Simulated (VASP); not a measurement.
Be3RuN: single point with PBEsol

Be3RuN:

```
CELL_PARAMETERS angstrom
3.57964 0.00000 0.00000
0.00000 3.57964 0.00000
0.00000 0.00000 3.57964
ATOMIC_POSITIONS crystal
Ru 0.00000 0.00000 0.00000
Be 0.00000 0.50000 0.50000
Be 0.50000 0.00000 0.50000
Be 0.50000 0.50000 0.00000
N 0.50000 0.50000 0.50000
```

| Quantity | Value |
| --- | --- |
| Program | VASP 6.6.1 |
| Task | single point |
| Functional | PBEsol |
| Potentials or basis | VASP PAW PBE potentials, release 64 (Ru_pv, Be, N) |
| Cutoff | 520 eV |
| k mesh | 9 × 9 × 9 |
| Occupations | fermi-dirac, width 0.1 eV |
| Spin | non-collinear spin, typed start, spin-orbit coupling |
| Starting moments | [[0.0, 0.0, 2.0], [0.0, 0.0, 0.0], [0.0, 0.0, 0.0], [0.0, 0.0, 0.0], [0.0, 0.0, 0.0]] μB |

The pressure is -10.9 GPa and the net moment is 0.00 μB per cell. The valence electrons inside the program's atomic spheres are Ru 12.74; Be 1.03; N 3.77.

Moments on the atoms (μB; x, y, z):
```
Ru  0.00 0.00 0.00
Be  0.00 0.00 0.00
Be  0.00 0.00 0.00
Be  0.00 0.00 0.00
N   0.00 0.00 0.00
```

Run time: 8 min on 1 thread of Intel Xeon 6975P-C (shared host), peak memory 0.44 GiB.

Caveat: the PAW data sets were made with another functional, which shifts forces and pressure a little.
